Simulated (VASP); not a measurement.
# Sb (R-3m) in VASP: notebook

The runs below take Sb through single point, relaxation of cell and atoms, with BLYP+D4, PBE+D4, PBE.

Program: VASP 6.6.1. These are calculated values, not measurements. Logs are shortened: lines on timing, memory, paths and dates and some standing lists are left out, and cuts for length are marked.

### Step 1. The cell of the first run

It takes space group R-3m (No. 166, trigonal). The conventional cell has a = 4.355 Å, b = 4.355 Å, c = 11.350 Å, α = 90.00°, β = 90.00°, γ = 120.00°. Sb (site symmetry 3m) has 6 Sb at 2.94 to 3.38 Å within 3.9 Å.

### Step 2. Single point, BLYP+D4

INCAR

```
AGGAC = 1.0 ; AGGAX = 1.0
ALDAC = 0.0 ; ALDAX = 1.0
ALGO = Normal ; EDIFF = 1E-6
ENCUT = 520 ; GGA = B5
ISIF = 2 ; ISMEAR = -1
IVDW = 13 ; LASPH = T
LCHARG = F ; LREAL = F
LWAVE = F ; NBANDS = 12
NELM = 60 ; PREC = Accurate
SIGMA = 0.05 ; VDW_A1 = 0.44488865
VDW_A2 = 4.0933009 ; VDW_S6 = 1.0
VDW_S8 = 2.34076671
```

KPOINTS

```
k-points
0
Gamma
  8 8 8
```

POSCAR

```
Sb
1.0
    2.1774442764      1.2571480391      3.7832213286
   -2.1774442764      1.2571480391      3.7832213286
    0.0000000000     -2.5142960782      3.7832213286
Sb
2
Direct
    0.7664868228      0.7664868228      0.7664868228
    0.2335131772      0.2335131772      0.2335131772
```

Potentials or basis: VASP PAW PBE potentials, release 64 (Sb).

Launch:

```console
cat potpaw_PBE.64/Sb/POTCAR > POTCAR
mpirun -np 1 vasp_std > vasp.out
```

OUTCAR:

```text
EDIFF = 1E-6
   ENCUT = 520
   GGA = B5
   ISIF = 2
   ISMEAR = -1
   IVDW = 13
   LASPH = T
   LREAL = F
   NELM = 60
   PREC = Accurate

 ion  position               nearest neighbor table
   1  0.766  0.766  0.766-   2 2.94   2 2.94   2 2.94   2 3.38   2 3.38   2 3.38
   2  0.234  0.234  0.234-   1 2.94   1 2.94   1 2.94   1 3.38   1 3.38   1 3.38

  LATTYP: Found a trigonal (rhomboedric) cell.
 ALAT       =     4.5425156456
 COS(alpha) =     0.5404516286

  Lattice vectors:

 A1 = (   2.1774442764,   1.2571480391,   3.7832213286)
 A2 = (  -2.1774442764,   1.2571480391,   3.7832213286)
 A3 = (   0.0000000000,  -2.5142960782,   3.7832213286)

Analysis of symmetry for initial positions (statically):
=====================================================================
 Subroutine PRICEL returns:
 Original cell was already a primitive cell.

 Routine SETGRP: Setting up the symmetry group for a
 trigonal (rhombohedral) supercell.

 Subroutine GETGRP returns: Found 12 space group operations
 (whereof 12 operations were pure point group operations)
 out of a pool of 12 trial point group operations.

The static configuration has the point symmetry D_3d.

Analysis of symmetry for dynamics (positions and initial velocities):
=====================================================================
 Subroutine PRICEL returns:
 Original cell was already a primitive cell.

 Routine SETGRP: Setting up the symmetry group for a
 trigonal (rhombohedral) supercell.

 Subroutine GETGRP returns: Found 12 space group operations
 (whereof 12 operations were pure point group operations)
 out of a pool of 12 trial point group operations.

The dynamic configuration has the point symmetry D_3d.

 Subroutine INISYM returns: Found 12 space group operations
 (whereof 12 operations are pure point group operations),
 and found     1 'primitive' translations

----------------------------------------------------------------------------------------

                                     Primitive cell

  volume of cell :      62.1365

  direct lattice vectors                    reciprocal lattice vectors
     2.177444276  1.257148039  3.783221329     0.229627001  0.132575211  0.088108335
    -2.177444276  1.257148039  3.783221329    -0.229627001  0.132575211  0.088108335
     0.000000000 -2.514296078  3.783221329     0.000000000 -0.265150422  0.088108335

  length of vectors
[... 89 lines left out ...]
   ISYM   =      2    0-nonsym 1-usesym 2-fastsym
   POTIM  = 0.5000    time-step for ionic-motion
   TEBEG  =    0.0;   TEEND  =   0.0 temperature during run
   PSTRESS=    0.0 pullay stress
   NELECT =      10.0000    total number of electrons
   NUPDOWN=      -1.0000    fix difference up-down
   EMIN   =  10.00;   EMAX   =-10.00  energy-range for DOS
   EFERMI =   0.00;   METHOD = LEGACY
   ISMEAR =    -1;   SIGMA  =   0.05  broadening in eV -4-tet -1-fermi 0-gaus
   EFERMI_NEDOS =   21; number of points for ismear=-14 and -15
   IALGO  =     38    algorithm
   IMIX   =      4    mixing-type and parameters
     AMIX     =   0.40;   BMIX     =  1.00
     AMIX_MAG =   1.60;   BMIX_MAG =  1.00
  volume/ion in A,a.u.               =      31.07       209.66
  Fermi-wavevector in a.u.,A,eV,Ry     =   0.890484  1.682770 10.788894  0.792961
  Thomas-Fermi vector in A             =   2.012180
   LORBIT       =      0    0 simple, 1 ext, 2 COOP (PROOUT), +10 PAW based schemes
   GGA     = B5    functional components
   LHFCALC =     F    Hartree Fock is set to
   AEXX    =    0.0000 exact exchange contribution
   IVDW    =    13    specifies the selected vdW correction
   LEPSILON=     F    determine dielectric tensor
   LRPA    =     F    only Hartree local field effects (RPA)
 non-spin polarized calculation
  energy-cutoff  :      520.00
  volume of cell :       62.14
 maximum number of plane-waves:      1686
 NGX is ok and might be reduce to    36
   NGX = 17   NGY = 17   NGZ = 17

 number of electron      10.0000000 magnetization

 Free energy of the ion-electron system (eV)
  ---------------------------------------------------
  ext. energy  EPLUGINS =         0.00000000
  ---------------------------------------------------
  free energy    TOTEN  =        -6.75653817 eV

  energy without entropy =       -6.75384756  energy(sigma->0) =       -6.75519286

 E-fermi :   7.4777     XC(G=0):  -8.7477

 val. band max:        7.4272390278   @ k =   0.3750   0.2500   0.2500
 cond. band min:       7.4940622065   @ k =   0.3750   0.1250   0.1250
 fundamental gap:      0.0668231787
 Fermi energy:         7.4776555381

 k-point     1 :       0.0000    0.0000    0.0000
  band No.  band energies     occupation
      1      -5.1110      2.00000
      2       2.3266      2.00000
      3       5.4147      2.00000
      4       5.6054      2.00000
      5       5.6054      2.00000
      6       9.4653      0.00000
      7      10.0158      0.00000
      8      10.0158      0.00000
      9      12.7089      0.00000
     10      12.7089      0.00000
     11      12.8550      0.00000
     12      14.4032      0.00000
[... 331 lines left out ...]
 k-point    24 :       0.3750    0.1250    0.1250
  band No.  band energies     occupation
      1      -4.1545      2.00000
      2      -0.1821      2.00000
      3       4.1964      2.00000
      4       5.8976      2.00000
      5       7.4941      0.83739
      6       7.5383      0.45807
      7       8.0677      0.00002
      8      10.3741      0.00000
      9      12.6581      0.00000
     10      13.5711      0.00000
     11      14.8333      0.00000
     12      16.4277      0.00000

 [... further k-points ...]

------------------------ aborting loop because EDIFF is reached ----------------------------------------

  DFT-D4 for vdW energy calculation

  Edisp (eV):   -1.87730

  FORCE on cell =-STRESS in cart. coord.  units (eV):
  Direction    XX          YY          ZZ          XY          YZ          ZX
  --------------------------------------------------------------------------------------
  -------------------------------------------------------------------------------------
  Total       0.14463     0.14463     0.09888    -0.00000     0.00000     0.00000
  in kB       3.72919     3.72919     2.54948    -0.00000     0.00000     0.00000
  external pressure =        3.34 kB  Pullay stress =        0.00 kB

 VOLUME and BASIS-vectors are now :
 -----------------------------------------------------------------------------
  energy-cutoff  :      520.00
  volume of cell :       62.14
      direct lattice vectors                 reciprocal lattice vectors
     2.177444276  1.257148039  3.783221329     0.229627001  0.132575211  0.088108335
    -2.177444276  1.257148039  3.783221329    -0.229627001  0.132575211  0.088108335
     0.000000000 -2.514296078  3.783221329     0.000000000 -0.265150422  0.088108335

 POSITION                                       TOTAL-FORCE (eV/Angst)
 -----------------------------------------------------------------------------------
      0.00000      0.00000      8.69937         0.000000      0.000000     -0.060450
      0.00000      0.00000      2.65030         0.000000     -0.000000      0.060450
 -----------------------------------------------------------------------------------
    total drift:                               -0.000000     -0.000000      0.000000

  FREE ENERGIE OF THE ION-ELECTRON SYSTEM (eV)
  ---------------------------------------------------
  free  energy   TOTEN  =        -8.6338403935 eV

  energy  without entropy=       -8.6311497926  energy(sigma->0) =       -8.63249509
```

OSZICAR:

```text
N       E                     dE             d eps       ncg     rms          rms(c)
DAV:   1     0.359262745663E+02    0.35926E+02   -0.36071E+03  1560   0.657E+02
DAV:   2    -0.483858586771E+01   -0.40765E+02   -0.39332E+02  2096   0.106E+02
DAV:   3    -0.674219172404E+01   -0.19036E+01   -0.18930E+01  1884   0.255E+01
DAV:   4    -0.675897781229E+01   -0.16786E-01   -0.16784E-01  1836   0.293E+00
DAV:   5    -0.675921561977E+01   -0.23781E-03   -0.23781E-03  1884   0.373E-01    0.277E+00
DAV:   6    -0.675533768958E+01    0.38779E-02   -0.80118E-03  1756   0.535E-01    0.170E+00
DAV:   7    -0.675634593642E+01   -0.10082E-02   -0.18429E-02  1636   0.815E-01    0.825E-02
DAV:   8    -0.675650723527E+01   -0.16130E-03   -0.49531E-04  1892   0.146E-01    0.307E-02
DAV:   9    -0.675653658273E+01   -0.29347E-04   -0.45853E-05  1880   0.457E-02    0.119E-02
DAV:  10    -0.675653822784E+01   -0.16451E-05   -0.63784E-06  1828   0.136E-02    0.192E-03
DAV:  11    -0.675653816535E+01    0.62500E-07   -0.52871E-07  1264   0.489E-03
   1 F= -.86338404E+01 E0= -.86324951E+01  d E =-.269060E-02
```

stdout:

```text
POSCAR found type information on POSCAR Sb
 POSCAR found :  1 types and       2 ions
 scaLAPACK will be used
 -----------------------------------------------------------------------------
|                                                                             |
|                                                                             |
|     You enforced a specific xc type in the INCAR file but a different       |
|     I HOPE YOU KNOW WHAT YOU ARE DOING!                                     |
|                                                                             |
 -----------------------------------------------------------------------------

 LDA part: xc-table for (Slater(with rela. corr.)+VWN5), standard interpolation
 POSCAR, INCAR and KPOINTS ok, starting setup
 FFT: planning ... GRIDC
 FFT: planning ... GRID_SOFT
 FFT: planning ... GRID
 WAVECAR not read
 entering main loop
```

Wall time 76 s (1 thread of Intel Xeon 8259CL, shared host); peak memory 0.22 GiB.

Results:

| Property | Result |
| --- | --- |
| Free energy | -8.6338 eV |
| Pressure | 0.3 GPa |
| Largest force | 0.060 eV/Å |
| Band gap on the k mesh | zero (bands 5 and 6 overlap by 0.24 eV) |
| Dispersion energy per atom | -0.939 eV |

Forces on the atoms (eV/Å):
```
Sb   0.000  0.000 -0.060
Sb   0.000  0.000  0.060
```

Stress tensor (GPa, compression positive):
```
0.37 0.00 0.00
0.00 0.37 0.00
0.00 0.00 0.25
```

Caveat: the PAW data sets were made with another functional, which shifts forces and pressure a little; spin-orbit coupling is left out, which moves the levels of the heavy elements.

### Step 3. Relaxation of cell and atoms, BLYP+D4

This run uses another cell than the first one, of 30.21 Å³/atom.

INCAR

```
SYSTEM = Sb
PREC = Accurate
ENCUT = 600
EDIFF = 1E-7
ISMEAR = -1
SIGMA = 0.05
LREAL = .FALSE.
LASPH = .TRUE.
NELM = 80
ALGO = Normal
ISIF = 3
LWAVE = .FALSE.
LCHARG = .FALSE.
GGA = B5
ALDAX = 1.0
AGGAX = 1.0
AGGAC = 1.0
ALDAC = 0.0
IVDW = 13
VDW_S6 = 1.0
VDW_S8 = 2.34076671
VDW_A1 = 0.44488865
VDW_A2 = 4.0933009
IBRION = 2
NSW = 80
EDIFFG = -0.01
```

KPOINTS

```
regular mesh
0
G
  8 8 8
  0 0 0
```

POSCAR

```
Sb
1.0
    2.1542000000      1.2437279499      3.7580000000
   -2.1542000000      1.2437279499      3.7580000000
    0.0000000000     -2.4874558998      3.7580000000
Sb
2
Direct
    0.7665100000      0.7665100000      0.7665100000
    0.2334900000      0.2334900000      0.2334900000
```

Potentials or basis: VASP PAW PBE potentials, release 64 (Sb).

Launch:

```console
cat potpaw_PBE.64/Sb/POTCAR > POTCAR
mpirun -np 1 vasp_std > vasp.out
```

It took 4 min on 1 thread of Intel Xeon 8259CL, shared host; peak memory 0.24 GiB.

The run converged. Its results:

```yaml
Free_energy: -8.6344 eV
Relaxed_volume: 31.19 Å³/atom
Relaxed_cell: a = 4.544 Å, b = 4.544 Å, c = 4.544 Å, α = 57.40°, β = 57.40°, γ = 57.40°
Space_group_after_relaxing_to_0.1_Å: R-3m (No. 166)
Energy_gained_by_relaxing: 6.7 meV/atom
Ionic_steps: 5
Pressure_after_relaxing: 0.0 GPa
Largest_force_after_relaxing: 0.004 eV/Å
Band_gap_on_the_k_mesh: zero (bands 5 and 6 overlap by 0.23 eV)
Dispersion_energy_per_atom: -0.935 eV
```

Forces on the atoms (eV/Å):
```
Sb   0.000  0.000 -0.004
Sb   0.000  0.000  0.004
```

Step by step:
```tsv
step	energy change (eV)	largest force (eV/Å)	pressure (GPa)	volume (Å³)
1	0.0000	0.2019	2.01	60.41
2	-0.0070	0.1503	-1.24	63.78
3	-0.0132	0.0147	0.00	62.37
4	-0.0133	0.0069	0.00	62.37
5	-0.0133	0.0039	-0.01	62.39
```

Final structure:
```yaml
crystal:
  lattice:
    - [2.18229, 1.25995, 3.78159]
    - [-2.18229, 1.25995, 3.78159]
    - [0.00000, -2.51989, 3.78159]
  atoms:
    - { symbol: Sb, position: [0.76613, 0.76613, 0.76613] }
    - { symbol: Sb, position: [0.23387, 0.23387, 0.23387] }
```

Levels at points of the mesh, in eV from the Fermi level:
```
           k point  band 3  band 4  band 5  band 6  band 7  band 8
(0.00, 0.00, 0.00)   -2.04   -1.86   -1.86    2.02    2.55    2.55
(0.50, 0.00, 0.00)   -1.92   -1.78   -0.36   -0.22    0.23    0.44
(0.50, 0.50, 0.00)   -5.26   -3.63   -3.59    1.83    4.61    5.25
(0.50, 0.50, 0.50)   -1.34   -1.34   -0.56    0.06    0.06    0.98
```

Caveat: the PAW data sets were made with another functional, which shifts forces and pressure a little; spin-orbit coupling is left out, which moves the levels of the heavy elements. Zero-point motion and thermal expansion aren't in these numbers.

### Step 4. Relaxation of cell and atoms, PBE+D4

This run uses another cell than the first one, of 30.21 Å³/atom.

INCAR

```
SYSTEM = Sb
ALGO = Normal
EDIFF = 1E-6
EDIFFG = -0.01
ENCUT = 600
GGA = PE
IBRION = 2
ISIF = 3
ISMEAR = -1
IVDW = 13
LASPH = .TRUE.
LCHARG = .FALSE.
LREAL = .FALSE.
LWAVE = .FALSE.
NELM = 100
NSW = 80
PREC = Accurate
SIGMA = 0.05
```

KPOINTS

```
k-points
0
G
  8 8 8
  0 0 0
```

POSCAR is that of step 3.

Launch:

```console
cat potpaw_PBE.64/Sb/POTCAR > POTCAR
mpirun -np 1 vasp_std > vasp.out
```

It took 4.9 min on 1 thread of Intel Xeon 8259CL, shared host; peak memory 0.23 GiB.

The run converged. Its results:

| Property | Result |
| --- | --- |
| Free energy | -9.2865 eV |
| Relaxed volume | 29.73 Å³/atom |
| Relaxed cell | a = 4.439 Å, b = 4.439 Å, c = 4.439 Å, α = 58.32°, β = 58.32°, γ = 58.32° |
| Space group after relaxing (to 0.1 Å) | R-3m (No. 166) |
| Energy gained by relaxing | 4.0 meV/atom |
| Ionic steps | 11 |
| Pressure after relaxing | 0.0 GPa |
| Largest force after relaxing | 0.004 eV/Å |
| Band gap on the k mesh | zero (bands 5 and 6 overlap by 0.22 eV) |
| Dispersion energy per atom | -0.518 eV |

Forces in eV/Å, atoms in the order of the input:
```
Sb   0.000  0.000  0.004
Sb   0.000  0.000 -0.004
```

Step by step:
| step | energy change (eV) | largest force (eV/Å) | pressure (GPa) | volume (Å³) |
| --- | --- | --- | --- | --- |
| 1 | 0.0000 | 0.1972 | 0.13 | 60.41 |
| 2 | -0.0034 | 0.0880 | -0.39 | 60.62 |
| 3 | -0.0040 | 0.0212 | -0.71 | 60.76 |
| 4 | -0.0062 | 0.0108 | -0.47 | 60.32 |
| 5 | -0.0078 | 0.0023 | -0.15 | 59.76 |
| 6 | -0.0063 | 0.0271 | 0.60 | 58.65 |
| 7 | -0.0080 | 0.0072 | 0.03 | 59.48 |
| 8 | -0.0080 | 0.0079 | 0.05 | 59.46 |
| 9 | -0.0080 | 0.0090 | 0.02 | 59.47 |
| 10 | -0.0081 | 0.0108 | -0.02 | 59.50 |
| 11 | -0.0081 | 0.0045 | 0.01 | 59.47 |

Final structure:
```
Sb
1.0
     2.16281    1.24870    3.66982
    -2.16281    1.24870    3.66982
     0.00000   -2.49740    3.66982
Sb
2
Direct
  0.76365 0.76365 0.76365
  0.23635 0.23635 0.23635
```

Levels at points of the mesh, in eV from the Fermi level:
```csv
k point,band 1,band 2,band 3,band 4,band 5,band 6,band 7,band 8,band 9
"(0.00, 0.00, 0.00)",-12.79,-4.72,-1.99,-1.87,-1.87,2.33,2.80,2.80,4.89
"(0.50, 0.00, 0.00)",-10.36,-9.76,-1.78,-1.59,-0.36,-0.19,0.21,0.22,7.88
"(0.50, 0.50, 0.00)",-10.37,-7.91,-5.63,-3.81,-3.78,1.59,5.05,5.43,7.12
"(0.50, 0.50, 0.50)",-11.00,-9.20,-1.30,-1.30,-0.49,-0.12,-0.12,0.88,7.33
```

Caveat: spin-orbit coupling is left out, which moves the levels of the heavy elements.

### Step 5. Single point, PBE

This run uses another cell than the first one, of 30.21 Å³/atom.

INCAR

```
SYSTEM = Sb
  PREC = Accurate
  ENCUT = 520
  EDIFF = 1E-6
  ISMEAR = 0
  SIGMA = 0.019000000000000003
  LREAL = .False.
  LASPH = .True.
  NELM = 100
  ALGO = Normal
  ISIF = 2
  LWAVE = .False.
  LCHARG = .False.
  GGA = PE
  NBANDS = 12
```

KPOINTS

```
Automatic mesh
0
Gamma
  8 8 8
  0 0 0
```

POSCAR is that of step 4.

Launch:

```console
cat potpaw_PBE.64/Sb/POTCAR > POTCAR
mpirun -np 1 vasp_std > vasp.out
```

Wall time 41 s (1 thread of Intel Xeon Platinum 8259CL at 2.50GHz (Skylake/Cascade Lake), shared host); peak memory 0.22 GiB.

Results (log left out):

```
Free energy            : -8.2562 eV
Pressure               : 2.8 GPa
Largest force          : 0.185 eV/Å
Band gap on the k mesh : zero (bands 5 and 6 overlap by 0.30 eV)
```

Forces on the atoms (eV/Å):
```
Sb   0.000  0.000 -0.185
Sb   0.000  0.000  0.185
```

Stress tensor (GPa, compression positive):
```
3.03 0.00 0.00
0.00 3.03 0.00
0.00 0.00 2.28
```

Levels at points of the mesh, in eV from the Fermi level:
| k point | band 2 | band 3 | band 4 | band 5 | band 6 | band 7 | band 8 | band 9 |
| --- | --- | --- | --- | --- | --- | --- | --- | --- |
| (0.00, 0.00, 0.00) | -4.89 | -2.16 | -1.89 | -1.89 | 1.97 | 2.60 | 2.60 | 4.99 |
| (0.50, 0.00, 0.00) | -9.73 | -2.04 | -1.92 | -0.38 | -0.30 | 0.10 | 0.41 | 7.47 |
| (0.50, 0.50, 0.00) | -8.10 | -5.53 | -3.85 | -3.76 | 1.43 | 4.85 | 5.43 | 6.85 |
| (0.50, 0.50, 0.50) | -9.07 | -1.41 | -1.41 | -0.57 | 0.04 | 0.04 | 1.04 | 6.90 |

Caveat: spin-orbit coupling is left out, which moves the levels of the heavy elements.

### Step 6. The runs side by side

| task | level | cell | cutoff (eV) | smearing | gap on the mesh (eV) | pressure (GPa) | relaxed volume (Å³/atom) | largest force (eV/Å) |
| --- | --- | --- | --- | --- | --- | --- | --- | --- |
| single point | BLYP+D4 | a = 4.543 Å, angles 57.3°, 2 atoms | 520 | fermi-dirac 0.05 eV | none | 0.3 | - | 0.06 |
| relaxation of cell and atoms | BLYP+D4 | relaxed from a = 4.507 Å, angles 57.1°, 2 atoms | 600 | fermi-dirac 0.05 eV | none | 0.0 | 31.19 | - |
| relaxation of cell and atoms | PBE+D4 | relaxed from a = 4.507 Å, angles 57.1°, 2 atoms | 600 | fermi-dirac 0.05 eV | none | 0.0 | 29.73 | - |
| single point | PBE | a = 4.507 Å, angles 57.1°, 2 atoms | 520 | gaussian 0.019 eV | none | 2.8 | - | 0.18 |

Alike in all rows: potentials or basis VASP PAW PBE potentials, release 64 (Sb); no spin polarisation; k mesh 8 × 8 × 8.

Caveats: spin-orbit coupling is left out, which moves the levels of the heavy elements; the PAW data sets were made with another functional, which shifts forces and pressure a little (at least some runs).

Total energies depend on the potentials used, so only differences within one code and one set of settings carry meaning.
